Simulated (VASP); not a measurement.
# ScAl (Pm-3m) in VASP: further runs

ScAl is run at these levels: PBEsol; tasks: single point.

Program: VASP 6.6.1. These are calculated values, not measurements. Logs are shortened: lines on timing, memory, paths and dates and some standing lists are left out, and cuts for length are marked.

## 1. The cell of the first run

Symmetry: Pm-3m, No. 221, cubic system. The conventional cell has a = 3.278 Å, b = 3.278 Å, c = 3.278 Å, α = 90.00°, β = 90.00°, γ = 90.00°. Within 3.7 Å of Sc (site symmetry m-3m) lie 8 Al at 2.84 Å and 6 Sc at 3.28 Å. Al (site symmetry m-3m) has 8 Sc at 2.84 Å and 6 Al at 3.28 Å within 3.7 Å.

## 2. Single point, PBEsol

INCAR reads:

```
PREC = Accurate
ENCUT = 520
EDIFF = 1E-7
ISMEAR = 0
SIGMA = 0.05
LREAL = False
LASPH = True
NELM = 60
ALGO = Normal
ISIF = 2
LWAVE = False
LCHARG = True
GGA = PS
LELF = True
LVHAR = True
NBANDS = 14
```

KPOINTS reads:

```
Automatic mesh
0
Gamma
  9 9 9
```

POSCAR reads:

```
ScAl
1.0
    3.2779647504      0.0000000000      0.0000000000
    0.0000000000      3.2779647504      0.0000000000
    0.0000000000      0.0000000000      3.2779647504
Sc Al
1 1
Direct
    0.5000000000      0.5000000000      0.5000000000
    0.0000000000      0.0000000000      0.0000000000
```

Potentials or basis: VASP PAW PBE potentials, release 64 (Sc_sv, Al).

Run with:

```console
$ cat potpaw_PBE.64/Sc_sv/POTCAR potpaw_PBE.64/Al/POTCAR > POTCAR
$ mpirun -np 1 vasp_std > vasp.out
```

OUTCAR:

```text
PREC = Accurate
   ENCUT = 520
   EDIFF = 1E-7
   ISMEAR = 0
   LREAL = False
   LASPH = True
   NELM = 60
   ISIF = 2
   GGA = PS

 ion  position               nearest neighbor table
   1  0.500  0.500  0.500-   2 2.84   2 2.84   2 2.84   2 2.84   2 2.84   2 2.84   2 2.84   2 2.84

   2  0.000  0.000  0.000-   1 2.84   1 2.84   1 2.84   1 2.84   1 2.84   1 2.84   1 2.84   1 2.84

  LATTYP: Found a simple cubic cell.
 ALAT       =     3.2779647504

  Lattice vectors:

 A1 = (   3.2779647504,   0.0000000000,   0.0000000000)
 A2 = (   0.0000000000,   3.2779647504,   0.0000000000)
 A3 = (   0.0000000000,   0.0000000000,   3.2779647504)

Analysis of symmetry for initial positions (statically):
=====================================================================
 Subroutine PRICEL returns:
 Original cell was already a primitive cell.

 Routine SETGRP: Setting up the symmetry group for a
 simple cubic supercell.

 Subroutine GETGRP returns: Found 48 space group operations
 (whereof 48 operations were pure point group operations)
 out of a pool of 48 trial point group operations.

The static configuration has the point symmetry O_h .

Analysis of symmetry for dynamics (positions and initial velocities):
=====================================================================
 Subroutine PRICEL returns:
 Original cell was already a primitive cell.

 Routine SETGRP: Setting up the symmetry group for a
 simple cubic supercell.

 Subroutine GETGRP returns: Found 48 space group operations
 (whereof 48 operations were pure point group operations)
 out of a pool of 48 trial point group operations.

The dynamic configuration has the point symmetry O_h .

 Subroutine INISYM returns: Found 48 space group operations
 (whereof 48 operations are pure point group operations),
 and found     1 'primitive' translations

----------------------------------------------------------------------------------------

                                     Primitive cell

  volume of cell :      35.2219

  direct lattice vectors                    reciprocal lattice vectors
     3.277964750  0.000000000  0.000000000     0.305067344  0.000000000  0.000000000
     0.000000000  3.277964750  0.000000000     0.000000000  0.305067344  0.000000000
     0.000000000  0.000000000  3.277964750     0.000000000  0.000000000  0.305067344

  length of vectors
     3.277964750  3.277964750  3.277964750     0.305067344  0.305067344  0.305067344

  position of ions in fractional coordinates (direct lattice)
[... 83 lines left out ...]
   IBRION =     -1    ionic relax: 0-MD 1-quasi-New 2-CG
   NFREE  =      0    steps in history (QN), initial steepest desc. (CG)
   ISIF   =      2    stress and relaxation
   ISYM   =      2    0-nonsym 1-usesym 2-fastsym
   POTIM  = 0.5000    time-step for ionic-motion
   TEBEG  =    0.0;   TEEND  =   0.0 temperature during run
   PSTRESS=    0.0 pullay stress
   NELECT =      14.0000    total number of electrons
   NUPDOWN=      -1.0000    fix difference up-down
   EMIN   =  10.00;   EMAX   =-10.00  energy-range for DOS
   EFERMI =   0.00;   METHOD = LEGACY
   ISMEAR =     0;   SIGMA  =   0.05  broadening in eV -4-tet -1-fermi 0-gaus
   EFERMI_NEDOS =   21; number of points for ismear=-14 and -15
   IALGO  =     38    algorithm
   IMIX   =      4    mixing-type and parameters
     AMIX     =   0.40;   BMIX     =  1.00
     AMIX_MAG =   1.60;   BMIX_MAG =  1.00
  volume/ion in A,a.u.               =      17.61       118.84
  Fermi-wavevector in a.u.,A,eV,Ry     =   1.203686  2.274637 19.712939  1.448860
  Thomas-Fermi vector in A             =   2.339432
   LORBIT       =      0    0 simple, 1 ext, 2 COOP (PROOUT), +10 PAW based schemes
   GGA     = PS    functional components
   LHFCALC =     F    Hartree Fock is set to
   AEXX    =    0.0000 exact exchange contribution
   IVDW    =     0    specifies the selected vdW correction
   LEPSILON=     F    determine dielectric tensor
   LRPA    =     F    only Hartree local field effects (RPA)
 non-spin polarized calculation
 Gauss-broadening in eV      SIGMA  =   0.05
  energy-cutoff  :      520.00
  volume of cell :       35.22
 maximum number of plane-waves:       962
   NGX = 13   NGY = 13   NGZ = 13

 number of electron      13.9999995 magnetization

 Free energy of the ion-electron system (eV)
  ---------------------------------------------------
  ext. energy  EPLUGINS =         0.00000000
  ---------------------------------------------------
  free energy    TOTEN  =       -11.58924239 eV

  energy without entropy =      -11.58849917  energy(sigma->0) =      -11.58887078

 E-fermi :   6.6868     XC(G=0): -10.7495

 val. band max:        6.6630052775   @ k =   0.4444   0.1111   0.1111
 cond. band min:       6.8085352237   @ k =   0.4444   0.1111   0.0000
 fundamental gap:      0.1455299462
 Fermi energy:         6.6868166771

 k-point     1 :       0.0000    0.0000    0.0000
  band No.  band energies     occupation
      1     -42.3450      2.00000
      2     -21.0192      2.00000
      3     -21.0192      2.00000
      4     -21.0192      2.00000
      5      -2.1396      2.00000
      6       5.8161      2.00000
      7       5.8161      2.00000
      8       9.6020      0.00000
      9       9.6020      0.00000
     10       9.6020      0.00000
     11      10.7518      0.00000
     12      10.7518      0.00000
     13      10.7518      0.00000
     14      15.7473      0.00000
[... 377 lines left out ...]
      1     -42.3053      2.00000
      2     -21.2270      2.00000
      3     -21.1685      2.00000
      4     -21.0074      2.00000
      5       1.4772      2.00000
      6       3.7835      2.00000
      7       5.1927      2.00000
      8       6.9312      0.00000
      9       8.1373      0.00000
     10       8.4586      0.00000
     11      10.7761      0.00000
     12      11.9097      0.00000
     13      12.8217      0.00000
     14      14.0513      0.00000

 [... further k-points ...]
[... 5 lines left out ...]
  --------------------------------------------------------------------------------------
  -------------------------------------------------------------------------------------
  Total        1.2432926      1.2432926      1.2432926     -0.0000000     -0.0000000     -0.0000000
  in kB       56.5550133     56.5550133     56.5550133     -0.0000000     -0.0000000     -0.0000000
  external PRESSURE =      56.5550133 kB  Pullay stress =       0.0000000 kB

 VOLUME and BASIS-vectors are now :
 -----------------------------------------------------------------------------
  energy-cutoff  :      520.00
  volume of cell :       35.22
      direct lattice vectors                 reciprocal lattice vectors
     3.277964750  0.000000000  0.000000000     0.305067344  0.000000000  0.000000000
     0.000000000  3.277964750  0.000000000     0.000000000  0.305067344  0.000000000
     0.000000000  0.000000000  3.277964750     0.000000000  0.000000000  0.305067344

 POSITION                                       TOTAL-FORCE (eV/Angst)
 -----------------------------------------------------------------------------------
      1.63898      1.63898      1.63898         0.000000      0.000000      0.000000
      0.00000      0.00000      0.00000         0.000000      0.000000      0.000000
 -----------------------------------------------------------------------------------
    total drift:                                0.000000     -0.000000     -0.000000

  FREE ENERGIE OF THE ION-ELECTRON SYSTEM (eV)
  ---------------------------------------------------
  free  energy   TOTEN  =       -11.5892423890 eV

  energy  without entropy=      -11.5884991686  energy(sigma->0) =      -11.58887078
```

OSZICAR:

```text
N       E                     dE             d eps       ncg     rms          rms(c)
DAV:   1     0.117384763267E+03    0.11738E+03   -0.68079E+03  1012   0.969E+02
DAV:   2    -0.959236903608E+01   -0.12698E+03   -0.12368E+03   994   0.316E+02
DAV:   3    -0.126343789154E+02   -0.30420E+01   -0.29515E+01  1454   0.590E+01
DAV:   4    -0.127010789297E+02   -0.66700E-01   -0.66678E-01  1184   0.731E+00
DAV:   5    -0.127049209688E+02   -0.38420E-02   -0.38420E-02  1464   0.159E+00    0.854E+00
DAV:   6    -0.116527321287E+02    0.10522E+01   -0.17633E+00  1490   0.198E+01    0.259E+00
DAV:   7    -0.116028209354E+02    0.49911E-01   -0.98990E-02  1608   0.342E+00    0.103E+00
DAV:   8    -0.115897406619E+02    0.13080E-01   -0.14041E-02  1346   0.131E+00    0.258E-01
DAV:   9    -0.115892847060E+02    0.45596E-03   -0.14103E-03  1530   0.630E-01    0.112E-01
DAV:  10    -0.115892489767E+02    0.35729E-04   -0.22740E-04  1500   0.212E-01    0.283E-02
DAV:  11    -0.115892439724E+02    0.50044E-05   -0.37101E-05  1496   0.997E-02    0.123E-02
DAV:  12    -0.115892424120E+02    0.15603E-05   -0.49177E-06  1478   0.374E-02    0.289E-03
DAV:  13    -0.115892423890E+02    0.23042E-07   -0.63253E-08   756   0.272E-03
   1 F= -.11589242E+02 E0= -.11588871E+02  d E =-.743220E-03
```

stdout:

```text
POSCAR found type information on POSCAR ScAl
 POSCAR found :  2 types and       2 ions
 scaLAPACK will be used
 -----------------------------------------------------------------------------
|                                                                             |
|                                                                             |
|     You enforced a specific xc type in the INCAR file but a different       |
|     I HOPE YOU KNOW WHAT YOU ARE DOING!                                     |
|                                                                             |
 -----------------------------------------------------------------------------

 LDA part: xc-table for (Slater+PW92), standard interpolation
 POSCAR, INCAR and KPOINTS ok, starting setup
 FFT: planning ... GRIDC
 FFT: planning ... GRID_SOFT
 FFT: planning ... GRID
 WAVECAR not read
 entering main loop
```

Run time: 16 s. Hardware: 1 thread of AMD EPYC 7R13, shared host; peak memory 0.12 GiB.

Results:

| Property | Result |
| --- | --- |
| Free energy | -11.5892 eV |
| Pressure | 5.7 GPa |
| Band gap on the k mesh | zero (band 7 reaches 6.83 eV, above the bottom of band 8 at 6.19 eV) |

Caveat: the PAW data sets were made with another functional, which shifts forces and pressure a little.

## 3. Single point, PBEsol

This run uses another cell than the first one, of 18.38 Å³/atom, 1.043 times its volume.

INCAR reads:

```
PREC     = Accurate       # precision mode
ENCUT    = 520            # plane-wave cutoff, eV
EDIFF    = 1E-6           # SCF threshold, eV
ISMEAR   = 0              # smearing method
SIGMA    = 0.05           # smearing width, eV
LREAL    = F              # projectors in reciprocal space
LASPH    = T              # aspherical terms in the spheres
NELM     = 80             # most SCF steps
ALGO     = Normal         # electronic algorithm
ISIF     = 2              # what is computed and relaxed
LWAVE    = F              # write WAVECAR
LCHARG   = T              # write CHGCAR
GGA      = PS             # functional
LELF     = T              # ELF
LVHAR    = T            
NBANDS   = 14             # bands
```

KPOINTS is that of step 2.

POSCAR reads:

```
ScAl
1.0
    3.3247991459      0.0000000000      0.0000000000
    0.0000000000      3.3247991459      0.0000000000
    0.0000000000      0.0000000000      3.3247991459
Sc Al
1 1
Direct
    0.5000000000      0.5000000000      0.5000000000
    0.0000000000      0.0000000000      0.0000000000
```

Potentials or basis: VASP PAW PBE potentials, release 64 (Sc_sv, Al).

Run with:

```console
$ cat potpaw_PBE.64/Sc_sv/POTCAR potpaw_PBE.64/Al/POTCAR > POTCAR
$ mpirun -np 1 vasp_std > vasp.out
```

Wall time 25 s (1 thread of AMD EPYC 7R13, shared host); peak memory 0.13 GiB.

It converged, with:

```
Free energy            : -11.6235 eV
Pressure               : 1.5 GPa
Band gap on the k mesh : zero (band 7 reaches 6.50 eV, above the bottom of band 8 at 5.84 eV)
```

Levels at points of the mesh, in eV from the Fermi level:
| k point | band 3 | band 4 | band 5 | band 6 | band 7 | band 8 | band 9 | band 10 | band 11 | band 12 |
| --- | --- | --- | --- | --- | --- | --- | --- | --- | --- | --- |
| (0.00, 0.00, 0.00) | -27.84 | -27.84 | -8.68 | -0.81 | -0.81 | 2.77 | 2.77 | 2.77 | 3.85 | 3.85 |

Caveat: the PAW data sets were made with another functional, which shifts forces and pressure a little.

## 4. Single point, PBEsol

This run uses another cell than the first one, of 19.14 Å³/atom, 1.087 times its volume.

INCAR reads:

```
PREC = Accurate
ENCUT = 520
EDIFF = 1E-6
ISMEAR = 0
SIGMA = 0.05
LREAL = F
LASPH = T
NELM = 100
ALGO = Normal
ISIF = 2
LWAVE = F
LCHARG = F
GGA = PS
NBANDS = 14
```

KPOINTS reads:

```
regular mesh
0
Gamma
  9 9 9
```

POSCAR reads:

```
ScAl
1.0
    3.3703500000      0.0000000000      0.0000000000
    0.0000000000      3.3703500000      0.0000000000
    0.0000000000      0.0000000000      3.3703500000
Sc Al
1 1
Direct
    0.5000000000      0.5000000000      0.5000000000
    0.0000000000      0.0000000000      0.0000000000
```

Potentials or basis: VASP PAW PBE potentials, release 64 (Sc_sv, Al).

Run with:

```console
$ cat potpaw_PBE.64/Sc_sv/POTCAR potpaw_PBE.64/Al/POTCAR > POTCAR
$ mpirun -np 1 vasp_std > vasp.out
```

OUTCAR:

```text
PREC = Accurate
   ENCUT = 520
   EDIFF = 1E-6
   ISMEAR = 0
   LREAL = F
   LASPH = T
   NELM = 100
   ISIF = 2
   GGA = PS

 ion  position               nearest neighbor table
   1  0.500  0.500  0.500-   2 2.92   2 2.92   2 2.92   2 2.92   2 2.92   2 2.92   2 2.92   2 2.92

   2  0.000  0.000  0.000-   1 2.92   1 2.92   1 2.92   1 2.92   1 2.92   1 2.92   1 2.92   1 2.92

  LATTYP: Found a simple cubic cell.
 ALAT       =     3.3703500000

  Lattice vectors:

 A1 = (   3.3703500000,   0.0000000000,   0.0000000000)
 A2 = (   0.0000000000,   3.3703500000,   0.0000000000)
 A3 = (   0.0000000000,   0.0000000000,   3.3703500000)

Analysis of symmetry for initial positions (statically):
=====================================================================
 Subroutine PRICEL returns:
 Original cell was already a primitive cell.

 Routine SETGRP: Setting up the symmetry group for a
 simple cubic supercell.

 Subroutine GETGRP returns: Found 48 space group operations
 (whereof 48 operations were pure point group operations)
 out of a pool of 48 trial point group operations.

The static configuration has the point symmetry O_h .

Analysis of symmetry for dynamics (positions and initial velocities):
[... 166 lines left out ...]

 k-point     1 :       0.0000    0.0000    0.0000
  band No.  band energies     occupation
      1     -43.2468      2.00000
      2     -21.9230      2.00000
      3     -21.9230      2.00000
      4     -21.9230      2.00000
      5      -2.4898      2.00000
      6       5.3001      2.00000
      7       5.3001      2.00000
      8       8.6861      0.00000
      9       8.6861      0.00000
     10       8.6861      0.00000
     11       9.7054      0.00000
     12       9.7054      0.00000
     13       9.7054      0.00000
     14      14.5924      0.00000
[... 377 lines left out ...]
      1     -43.2196      2.00000
      2     -22.0768      2.00000
      3     -22.0338      2.00000
      4     -21.9148      2.00000
      5       0.9417      2.00000
      6       3.1999      2.00000
      7       4.5813      2.00000
      8       6.2496      0.00000
      9       7.3551      0.00000
     10       7.6712      0.00000
     11       9.7267      0.00000
     12      10.6411      0.00000
     13      11.5997      0.00000
     14      12.8135      0.00000

 [... further k-points ...]
[... 5 lines left out ...]
  --------------------------------------------------------------------------------------
  -------------------------------------------------------------------------------------
  Total       -0.4346776     -0.4346776     -0.4346776     -0.0000000      0.0000000      0.0000000
  in kB      -18.1908425    -18.1908425    -18.1908425     -0.0000000      0.0000000      0.0000000
  external PRESSURE =     -18.1908425 kB  Pullay stress =       0.0000000 kB

 VOLUME and BASIS-vectors are now :
 -----------------------------------------------------------------------------
  energy-cutoff  :      520.00
  volume of cell :       38.28
      direct lattice vectors                 reciprocal lattice vectors
     3.370350000  0.000000000  0.000000000     0.296705090  0.000000000  0.000000000
     0.000000000  3.370350000  0.000000000     0.000000000  0.296705090  0.000000000
     0.000000000  0.000000000  3.370350000     0.000000000  0.000000000  0.296705090

 POSITION                                       TOTAL-FORCE (eV/Angst)
 -----------------------------------------------------------------------------------
      1.68518      1.68518      1.68518         0.000000      0.000000      0.000000
      0.00000      0.00000      0.00000         0.000000      0.000000      0.000000
 -----------------------------------------------------------------------------------
    total drift:                                0.000000      0.000000      0.000000

  FREE ENERGIE OF THE ION-ELECTRON SYSTEM (eV)
  ---------------------------------------------------
  free  energy   TOTEN  =       -11.6220982780 eV

  energy  without entropy=      -11.6212331424  energy(sigma->0) =      -11.62166571
```

OSZICAR:

```text
N       E                     dE             d eps       ncg     rms          rms(c)
DAV:   1     0.120406475014E+03    0.12041E+03   -0.67247E+03  1020   0.935E+02
DAV:   2    -0.951481591309E+01   -0.12992E+03   -0.12591E+03   988   0.313E+02
DAV:   3    -0.127499907507E+02   -0.32352E+01   -0.31433E+01  1498   0.602E+01
DAV:   4    -0.128157129314E+02   -0.65722E-01   -0.65683E-01  1232   0.699E+00
DAV:   5    -0.128179114435E+02   -0.21985E-02   -0.21983E-02  1434   0.111E+00    0.756E+00
DAV:   6    -0.116821732617E+02    0.11357E+01   -0.19199E+00  1508   0.201E+01    0.212E+00
DAV:   7    -0.116371818106E+02    0.44991E-01   -0.10371E-01  1608   0.321E+00    0.923E-01
DAV:   8    -0.116236789847E+02    0.13503E-01   -0.24063E-02  1452   0.183E+00    0.320E-01
DAV:   9    -0.116222754000E+02    0.14036E-02   -0.55605E-03  1488   0.119E+00    0.127E-01
DAV:  10    -0.116221384968E+02    0.13690E-03   -0.97262E-04  1486   0.461E-01    0.557E-02
DAV:  11    -0.116221010354E+02    0.37461E-04   -0.62233E-05  1488   0.121E-01    0.129E-02
DAV:  12    -0.116220986760E+02    0.23594E-05   -0.46438E-06  1578   0.217E-02    0.845E-03
DAV:  13    -0.116220982780E+02    0.39801E-06   -0.65036E-07   766   0.123E-02
   1 F= -.11622098E+02 E0= -.11621666E+02  d E =-.865136E-03
```

stdout:

```text
POSCAR found type information on POSCAR ScAl
 POSCAR found :  2 types and       2 ions
 scaLAPACK will be used
 -----------------------------------------------------------------------------
|                                                                             |
|                                                                             |
|     You enforced a specific xc type in the INCAR file but a different       |
|     I HOPE YOU KNOW WHAT YOU ARE DOING!                                     |
|                                                                             |
 -----------------------------------------------------------------------------

 LDA part: xc-table for (Slater+PW92), standard interpolation
 POSCAR, INCAR and KPOINTS ok, starting setup
 FFT: planning ... GRIDC
 FFT: planning ... GRID_SOFT
 FFT: planning ... GRID
 WAVECAR not read
 entering main loop
```

It took 25 s on 1 thread of AMD EPYC 7R13, shared host; peak memory 0.13 GiB.

What came out:

```
Free energy            : -11.6221 eV
Pressure               : -1.8 GPa
Band gap on the k mesh : zero (band 7 reaches 6.20 eV, above the bottom of band 8 at 5.53 eV)
```

Caveat: the PAW data sets were made with another functional, which shifts forces and pressure a little.

## 5. The runs side by side

```tsv
cell	gap on the mesh (eV)	pressure (GPa)
a = 3.278 Å, 2 atoms	none	5.7
a = 3.325 Å, 2 atoms	none	1.5
a = 3.370 Å, 2 atoms	none	-1.8
```

Alike in all rows: task single point; level PBEsol; potentials or basis VASP PAW PBE potentials, release 64 (Sc_sv, Al); no spin polarisation; k mesh 9 × 9 × 9; cutoff (eV) 520; smearing gaussian 0.05 eV.

Caveats: the PAW data sets were made with another functional, which shifts forces and pressure a little.

Total energies depend on the potentials used, so only differences within one code and one set of settings carry meaning.
